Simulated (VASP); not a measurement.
# CdS (F-43m) in VASP: notebook

Runs on CdS. Level: PBEsol. Tasks: single point, relaxation of cell and atoms.

Everything below comes from runs of VASP 6.6.1. Logs are shortened: lines on timing, memory, paths and dates and some standing lists are left out, and cuts for length are marked.

**1. The cell of the first run**

It takes space group F-43m (No. 216, cubic). The conventional cell has a = 5.824 Å, b = 5.824 Å, c = 5.824 Å, α = 90.00°, β = 90.00°, γ = 90.00°. Cd (site symmetry -43m) has 4 S at 2.52 Å within 3.3 Å. S (site symmetry -43m) has 4 Cd at 2.52 Å within 3.3 Å.

**2. Single point, PBEsol**

INCAR reads:

```
PREC = Accurate ; ENCUT = 520
EDIFF = 1E-6 ; ISMEAR = 0
SIGMA = 0.02 ; LREAL = F
LASPH = T ; NELM = 100
ALGO = Normal ; ISIF = 2
LWAVE = F ; LCHARG = T
GGA = PS ; LELF = T
LVHAR = T ; NBANDS = 16
```

KPOINTS reads:

```
Automatic mesh
0
Gamma
  8 8 8
```

POSCAR reads:

```
CdS
1.0
    0.0000000000      2.9119467844      2.9119467844
    2.9119467844      0.0000000000      2.9119467844
    2.9119467844      2.9119467844      0.0000000000
Cd S
1 1
Direct
    0.0000000000      0.0000000000      0.0000000000
    0.2500000000      0.2500000000      0.2500000000
```

Potentials or basis: VASP PAW PBE potentials, release 64 (Cd, S).

Launch:

```bash
$ cat potpaw_PBE.64/Cd/POTCAR potpaw_PBE.64/S/POTCAR > POTCAR
$ mpirun -np 1 vasp_std > vasp.out
```

OUTCAR:

```text
PREC = Accurate
   ENCUT = 520
   EDIFF = 1E-6
   ISMEAR = 0
   LREAL = F
   LASPH = T
   NELM = 100
   ISIF = 2
   GGA = PS

 ion  position               nearest neighbor table
   1  0.000  0.000  0.000-   2 2.52   2 2.52   2 2.52   2 2.52
   2  0.250  0.250  0.250-   1 2.52   1 2.52   1 2.52   1 2.52

  LATTYP: Found a face centered cubic cell.
 ALAT       =     5.8238935688

  Lattice vectors:

 A1 = (   0.0000000000,   2.9119467844,   2.9119467844)
 A2 = (   2.9119467844,   0.0000000000,   2.9119467844)
 A3 = (   2.9119467844,   2.9119467844,   0.0000000000)

Analysis of symmetry for initial positions (statically):
=====================================================================
 Subroutine PRICEL returns:
 Original cell was already a primitive cell.

 Routine SETGRP: Setting up the symmetry group for a
 face centered cubic supercell.

 Subroutine GETGRP returns: Found 24 space group operations
 (whereof 24 operations were pure point group operations)
 out of a pool of 48 trial point group operations.

The static configuration has the point symmetry T_d .

Analysis of symmetry for dynamics (positions and initial velocities):
=====================================================================
 Subroutine PRICEL returns:
 Original cell was already a primitive cell.

 Routine SETGRP: Setting up the symmetry group for a
 face centered cubic supercell.

 Subroutine GETGRP returns: Found 24 space group operations
 (whereof 24 operations were pure point group operations)
 out of a pool of 48 trial point group operations.

The dynamic configuration has the point symmetry T_d .

 Subroutine INISYM returns: Found 24 space group operations
 (whereof 24 operations are pure point group operations),
 and found     1 'primitive' translations

----------------------------------------------------------------------------------------

                                     Primitive cell

  volume of cell :      49.3833

  direct lattice vectors                    reciprocal lattice vectors
     0.000000000  2.911946784  2.911946784    -0.171706435  0.171706435  0.171706435
     2.911946784  0.000000000  2.911946784     0.171706435 -0.171706435  0.171706435
     2.911946784  2.911946784  0.000000000     0.171706435  0.171706435 -0.171706435

  length of vectors
     4.118114635  4.118114635  4.118114635     0.297404269  0.297404269  0.297404269

  position of ions in fractional coordinates (direct lattice)
     0.000000000  0.000000000  0.000000000
     0.250000000  0.250000000  0.250000000

  ion indices of the primitive-cell ions
   primitive index   ion index
                 1           1
                 2           2

----------------------------------------------------------------------------------------

 KPOINTS: Automatic mesh

Automatic generation of k-mesh.
 Grid dimensions read from file:
 generate k-points for:    8    8    8

 Generating k-lattice:

  Cartesian coordinates                     Fractional coordinates (reciprocal lattice)
    -0.021463304  0.021463304  0.021463304     0.125000000  0.000000000  0.000000000
     0.021463304 -0.021463304  0.021463304     0.000000000  0.125000000  0.000000000
     0.021463304  0.021463304 -0.021463304     0.000000000  0.000000000  0.125000000

  Length of vectors
     0.037175534  0.037175534  0.037175534

  Shift w.r.t. Gamma in fractional coordinates (k-lattice)
     0.000000000  0.000000000  0.000000000

 Subroutine IBZKPT returns following result:
 ===========================================

 Found     29 irreducible k-points:

 Following reciprocal coordinates:
            Coordinates               Weight
  0.000000  0.000000  0.000000      1.000000
  0.125000  0.000000  0.000000      8.000000
  0.250000  0.000000  0.000000      8.000000
  0.375000  0.000000  0.000000      8.000000
  0.500000  0.000000  0.000000      4.000000
  0.125000  0.125000  0.000000      6.000000
[... 16 lines left out ...]
  0.500000  0.250000  0.125000     48.000000
 -0.375000  0.250000  0.125000     24.000000
 [... further k-points ...]
   k-points           NKPTS =     29   k-points in BZ     NKDIM =     29   number of bands    NBANDS=     16
   number of dos      NEDOS =    301   number of ions     NIONS =      2
   total plane-waves  NPLWV =  32768
   dimension x,y,z NGX =    32 NGY =   32 NGZ =   32
   dimension x,y,z NGXF=    64 NGYF=   64 NGZF=   64
   ions per type =               1   1
   NGX,Y,Z   is equivalent  to a cutoff of  12.92, 12.92, 12.92 a.u.
   NGXF,Y,Z  is equivalent  to a cutoff of  25.84, 25.84, 25.84 a.u.
 SYSTEM =  unknown system
   PREC   = accura    normal or accurate (medium, high low for compatibility)
   ISTART =      0    job   : 0-new  1-cont  2-samecut
   ICHARG =      2    charge: 1-file 2-atom 10-const
   ISPIN  =      1    spin polarized calculation?
   LNONCOLLINEAR =      F non collinear calculations
   LSORBIT =      F    spin-orbit coupling
   LASPH  =      T    aspherical Exc in radial PAW
   ENCUT  =  520.0 eV  38.22 Ry    6.18 a.u.   7.66  7.66  7.66*2*pi/ulx,y,z
   NELM   =    100;   NELMIN=  2; NELMDL= -5     # of ELM steps
   EDIFF  = 0.1E-05   stopping-criterion for ELM
   LREAL  =      F    real-space projection
   EDIFFG = 0.1E-04   stopping-criterion for IOM
   NSW    =      0    number of steps for IOM
   IBRION =     -1    ionic relax: 0-MD 1-quasi-New 2-CG
   NFREE  =      0    steps in history (QN), initial steepest desc. (CG)
   ISIF   =      2    stress and relaxation
   ISYM   =      2    0-nonsym 1-usesym 2-fastsym
   POTIM  = 0.5000    time-step for ionic-motion
   TEBEG  =    0.0;   TEEND  =   0.0 temperature during run
   PSTRESS=    0.0 pullay stress
   NELECT =      18.0000    total number of electrons
   NUPDOWN=      -1.0000    fix difference up-down
   EMIN   =  10.00;   EMAX   =-10.00  energy-range for DOS
   EFERMI =   0.00;   METHOD = LEGACY
   ISMEAR =     0;   SIGMA  =   0.02  broadening in eV -4-tet -1-fermi 0-gaus
   EFERMI_NEDOS =   21; number of points for ismear=-14 and -15
   IALGO  =     38    algorithm
   IMIX   =      4    mixing-type and parameters
     AMIX     =   0.40;   BMIX     =  1.00
     AMIX_MAG =   1.60;   BMIX_MAG =  1.00
  volume/ion in A,a.u.               =      24.69       166.63
  Fermi-wavevector in a.u.,A,eV,Ry     =   1.169425  2.209892 18.606701  1.367554
  Thomas-Fermi vector in A             =   2.305898
   LORBIT       =      0    0 simple, 1 ext, 2 COOP (PROOUT), +10 PAW based schemes
   GGA     = PS    functional components
   LHFCALC =     F    Hartree Fock is set to
   AEXX    =    0.0000 exact exchange contribution
   IVDW    =     0    specifies the selected vdW correction
   LEPSILON=     F    determine dielectric tensor
   LRPA    =     F    only Hartree local field effects (RPA)
 non-spin polarized calculation
 Gauss-broadening in eV      SIGMA  =   0.02
  energy-cutoff  :      520.00
  volume of cell :       49.38
 maximum number of plane-waves:      1363
   NGX = 15   NGY = 15   NGZ = 15

 number of electron      18.0000004 magnetization

 Free energy of the ion-electron system (eV)
  ---------------------------------------------------
  ext. energy  EPLUGINS =         0.00000000
  ---------------------------------------------------
  free energy    TOTEN  =        -6.81309513 eV

  energy without entropy =       -6.81309513  energy(sigma->0) =       -6.81309513

 E-fermi :   1.4111     XC(G=0):  -9.4003

 val. band max:        1.2525284723   @ k =   0.0000   0.0000   0.0000
 cond. band min:       2.2703477632   @ k =   0.0000   0.0000   0.0000
 fundamental gap:      1.0178192909
 Fermi energy:         1.4111033116

 k-point     1 :       0.0000    0.0000    0.0000
  band No.  band energies     occupation
      1     -11.1613      2.00000
      2      -6.4944      2.00000
      3      -6.4944      2.00000
      4      -6.4944      2.00000
      5      -5.9997      2.00000
      6      -5.9997      2.00000
[... 8 lines left out ...]
     15      12.7056      0.00000
     16      12.7056      0.00000

 k-point     2 :       0.1250    0.0000    0.0000
  band No.  band energies     occupation
      1     -11.0969      2.00000
      2      -6.4713      2.00000
      3      -6.4713      2.00000
      4      -6.4419      2.00000
      5      -6.0009      2.00000
      6      -6.0009      2.00000
[... 8 lines left out ...]
     15      12.0671      0.00000
     16      13.0627      0.00000

 k-point     3 :       0.2500    0.0000    0.0000
  band No.  band energies     occupation
      1     -10.9400      2.00000
      2      -6.4213      2.00000
      3      -6.4213      2.00000
      4      -6.2497      2.00000
      5      -5.9956      2.00000
      6      -5.9956      2.00000
[... 8 lines left out ...]
     15      11.8204      0.00000
     16      12.3776      0.00000

 k-point     4 :       0.3750    0.0000    0.0000
  band No.  band energies     occupation
      1     -10.7829      2.00000
      2      -6.3828      2.00000
      3      -6.3828      2.00000
      4      -5.9750      2.00000
      5      -5.9750      2.00000
      6      -5.8864      2.00000
[... 8 lines left out ...]
     15      12.6918      0.00000
     16      12.6918      0.00000

 k-point     5 :       0.5000    0.0000    0.0000
  band No.  band energies     occupation
      1     -10.7183      2.00000
      2      -6.3711      2.00000
      3      -6.3711      2.00000
      4      -5.9611      2.00000
      5      -5.9611      2.00000
      6      -5.6147      2.00000
[... 8 lines left out ...]
     15      13.7685      0.00000
     16      13.7685      0.00000

 k-point     6 :       0.1250    0.1250    0.0000
  band No.  band energies     occupation
      1     -11.0755      2.00000
      2      -6.4532      2.00000
      3      -6.4493      2.00000
      4      -6.4493      2.00000
      5      -6.0167      2.00000
      6      -5.9866      2.00000
[... 8 lines left out ...]
     15      12.8074      0.00000
     16      13.7318      0.00000
[... 267 lines left out ...]
 k-point    21 :       0.5000    0.5000    0.0000
  band No.  band energies     occupation
      1     -10.5816      2.00000
      2      -6.2819      2.00000
      3      -6.1354      2.00000
      4      -6.1354      2.00000
      5      -5.9096      2.00000
      6      -5.5513      2.00000
[... 8 lines left out ...]
     15      13.6043      0.00000
     16      14.7168      0.00000

 k-point    22 :       0.3750    0.2500    0.1250
  band No.  band energies     occupation
      1     -10.8248      2.00000
      2      -6.3688      2.00000
      3      -6.3414      2.00000
      4      -6.1802      2.00000
      5      -5.9948      2.00000
      6      -5.9393      2.00000
[... 8 lines left out ...]
     15      13.2175      0.00000
     16      14.9947      0.00000

 k-point    23 :       0.5000    0.2500    0.1250
  band No.  band energies     occupation
      1     -10.7013      2.00000
      2      -6.3321      2.00000
      3      -6.3048      2.00000
      4      -6.0712      2.00000
      5      -5.9657      2.00000
      6      -5.7094      2.00000
[... 8 lines left out ...]
     15      13.9930      0.00000
     16      14.3058      0.00000

 k-point    24 :      -0.3750    0.2500    0.1250
  band No.  band energies     occupation
      1     -10.6509      2.00000
      2      -6.3275      2.00000
      3      -6.2872      2.00000
      4      -6.0282      2.00000
      5      -5.9727      2.00000
      6      -5.4971      2.00000
[... 8 lines left out ...]
     15      13.4512      0.00000
     16      14.3873      0.00000

 [... further k-points ...]
[... 5 lines left out ...]
  --------------------------------------------------------------------------------------
  -------------------------------------------------------------------------------------
  Total        0.1250156      0.1250156      0.1250156     -0.0000000     -0.0000000      0.0000000
  in kB        4.0559685      4.0559685      4.0559685     -0.0000000     -0.0000000      0.0000000
  external PRESSURE =       4.0559685 kB  Pullay stress =       0.0000000 kB

 VOLUME and BASIS-vectors are now :
 -----------------------------------------------------------------------------
  energy-cutoff  :      520.00
  volume of cell :       49.38
      direct lattice vectors                 reciprocal lattice vectors
     0.000000000  2.911946784  2.911946784    -0.171706435  0.171706435  0.171706435
     2.911946784  0.000000000  2.911946784     0.171706435 -0.171706435  0.171706435
     2.911946784  2.911946784  0.000000000     0.171706435  0.171706435 -0.171706435

 POSITION                                       TOTAL-FORCE (eV/Angst)
 -----------------------------------------------------------------------------------
      0.00000      0.00000      0.00000         0.000000      0.000000      0.000000
      1.45597      1.45597      1.45597        -0.000000     -0.000000     -0.000000
 -----------------------------------------------------------------------------------
    total drift:                               -0.000000     -0.000000     -0.000000

  FREE ENERGIE OF THE ION-ELECTRON SYSTEM (eV)
  ---------------------------------------------------
  free  energy   TOTEN  =        -6.8130951348 eV

  energy  without entropy=       -6.8130951348  energy(sigma->0) =       -6.81309513
```

It took 21 s on 1 thread of Intel Xeon 6975P-C, shared host; peak memory 0.18 GiB.

What came out:

```yaml
Free_energy: -6.8131 eV
Pressure: 0.4 GPa
Band_gap_on_the_k_mesh: 1.02 eV, direct
```

Caveat: the PAW data sets were made with another functional, which shifts forces and pressure a little. PBEsol gaps usually lie below the measured ones, often by a third to a half.

**3. Relaxation of cell and atoms, PBEsol**

This run uses another cell than the first one, of 25.49 Å³/atom, 1.032 times its volume.

INCAR reads:

```
  PREC = Accurate
  ENCUT = 600
  EDIFF = 1E-6
  ISMEAR = 0
  SIGMA = 0.02
  LREAL = F
  LASPH = T
  NELM = 100
  ALGO = Normal
  ISIF = 3
  LWAVE = F
  LCHARG = F
  GGA = PS
  IBRION = 2
  NSW = 100
  EDIFFG = -0.005
```

KPOINTS is that of step 2.

POSCAR reads:

```
CdS
1.0
    0.0000000000      2.9429534649      2.9429534649
    2.9429534649      0.0000000000      2.9429534649
    2.9429534649      2.9429534649      0.0000000000
Cd S
1 1
Direct
    0.0000000000      0.0000000000      0.0000000000
    0.2500000000      0.2500000000      0.2500000000
```

Potentials or basis: VASP PAW PBE potentials, release 64 (Cd, S).

Launch:

```bash
$ cat potpaw_PBE.64/Cd/POTCAR potpaw_PBE.64/S/POTCAR > POTCAR
$ mpirun -np 1 vasp_std > vasp.out
```

It took 50 s on 1 thread of Intel Xeon 6975P-C, shared host; peak memory 0.23 GiB.

Results (log left out):

| Item | Value |
| --- | --- |
| Free energy | -6.8142 eV |
| Relaxed volume | 24.84 Å³/atom |
| Relaxed cell | a = 4.126 Å, b = 4.126 Å, c = 4.126 Å, α = 60.00°, β = 60.00°, γ = 60.00° |
| Space group after relaxing (to 0.05 Å) | F-43m (No. 216) |
| Energy gained by relaxing | 3.1 meV/atom |
| Ionic steps | 3 |
| Pressure after relaxing | 0.0 GPa |
| Band gap on the k mesh | 1.01 eV, direct |

Step by step:
```
step  energy change (eV)  largest force (eV/Å)  pressure (GPa)  volume (Å³)
   1              0.0000                0.0000           -1.48        50.98
   2             -0.0054                0.0000            0.54        49.26
   3             -0.0062                0.0000            0.01        49.68
```

Final structure:
```
Cd S
1.0
     0.00000    2.91781    2.91781
     2.91781    0.00000    2.91781
     2.91781    2.91781    0.00000
Cd S
1 1
Direct
  0.00000 0.00000 0.00000
  0.25000 0.25000 0.25000
```

Levels at points of the mesh, in eV from the valence-band top:
```
           k point  band 7  band 8  band 9  band 10  band 11  band 12
(0.00, 0.00, 0.00)    0.00    0.00    0.00     1.01     6.45     6.45
(0.50, 0.00, 0.00)   -4.47   -0.76   -0.76     2.89     6.91     6.91
(0.50, 0.50, 0.00)   -4.01   -1.91   -1.91     3.39     4.25     9.07
```

Caveat: the PAW data sets were made with another functional, which shifts forces and pressure a little.

**4. Single point, PBEsol**

This run uses another cell than the first one, of 25.49 Å³/atom, 1.032 times its volume.

INCAR reads:

```
SYSTEM = CdS
PREC = Accurate ; ENCUT = 500
EDIFF = 1E-6 ; ISMEAR = 0
SIGMA = 0.1 ; LREAL = .FALSE.
LASPH = .TRUE. ; NELM = 120
ALGO = Normal ; ISIF = 2
LWAVE = .FALSE. ; LCHARG = .FALSE.
GGA = PS ; NBANDS = 16
GGA_COMPAT = .FALSE.
```

KPOINTS reads:

```
Automatic mesh
0
G
  6 6 6
  0 0 0
```

POSCAR is that of step 3.

Launch:

```bash
$ cat potpaw_PBE.64/Cd/POTCAR potpaw_PBE.64/S/POTCAR > POTCAR
$ mpirun -np 1 vasp_std > vasp.out
```

It took 9.2 s on 1 thread of Intel Xeon Platinum 8559C (Emerald Rapids), shared host; peak memory 0.16 GiB.

The run converged. Its results:

```
Free energy            : -6.8053 eV
Pressure               : -1.5 GPa
Band gap on the k mesh : 0.95 eV, direct
```

Levels at points of the mesh, in eV from the valence-band top:
```tsv
k point	band 5	band 6	band 7	band 8	band 9	band 10	band 11	band 12	band 13	band 14
(0.00, 0.00, 0.00)	-7.18	-7.18	0.00	0.00	0.00	0.95	6.45	6.45	6.45	11.06
(0.50, 0.00, 0.00)	-7.15	-6.83	-4.32	-0.73	-0.73	2.85	6.91	6.91	7.25	10.79
(0.50, 0.50, 0.00)	-7.10	-6.76	-3.90	-1.82	-1.82	3.44	4.22	8.96	10.51	10.51
```

Caveat: the PAW data sets were made with another functional, which shifts forces and pressure a little. Expect the measured gap to be larger: semilocal functionals such as PBEsol lack the derivative discontinuity.

**5. Summary**

```csv
task,cell,k mesh,cutoff (eV),smearing,gap on the mesh (eV),pressure (GPa)
single point,"a = 4.118 Å, angles 60.0°, 2 atoms",8 × 8 × 8,520,gaussian 0.02 eV,1.02,0.4
relaxation of cell and atoms,"relaxed from a = 4.162 Å, angles 60.0°, 2 atoms",8 × 8 × 8,600,gaussian 0.02 eV,1.01,0.0
single point,"a = 4.162 Å, angles 60.0°, 2 atoms",6 × 6 × 6,500,gaussian 0.1 eV,0.95,-1.5
```

Alike in all rows: level PBEsol; potentials or basis VASP PAW PBE potentials, release 64 (Cd, S); no spin polarisation.

Caveats: the PAW data sets were made with another functional, which shifts forces and pressure a little.

Absolute energies hang on the potentials; compare differences alone.
